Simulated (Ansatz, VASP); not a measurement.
**One calculation of Li2S, two programs**

```
Li S
1.0
     0.00000    2.58440    2.58440
     2.58440    0.00000    2.58440
     2.58440    2.58440    0.00000
Li S
2 1
Direct
  0.25000 0.25000 0.25000
  0.75000 0.75000 0.75000
  0.00000 0.00000 0.00000
```

Alike in both runs: task relaxation of the atoms; functional PBEsol; k mesh 9 × 9 × 9; occupations fermi-dirac, width 0.03 eV; no spin polarisation.

|  | VASP | Ansatz |
| --- | --- | --- |
| version | VASP 6.6.1 | Ansatz 0.2.0 |
| potentials or method | VASP PAW PBE potentials, release 64 (Li_sv, S) | PAW with Ansatz's default frozen-core files, scalar-relativistic |
| plane-wave cutoff (eV) | 650 | 420 |
| valence electrons in the cell | 12 | 12 |

```csv
,VASP,Ansatz,Ansatz less VASP
"gap on the k mesh at the Fermi level, each at its own relaxed structure (eV)",2.98,2.98,+0.001
```

VASP's potentials were made for PBE, not for PBEsol. Ansatz's warnings: stress scf threshold loose.

Noted on VASP's run: the relaxation stopped at its first step, so nothing moved.
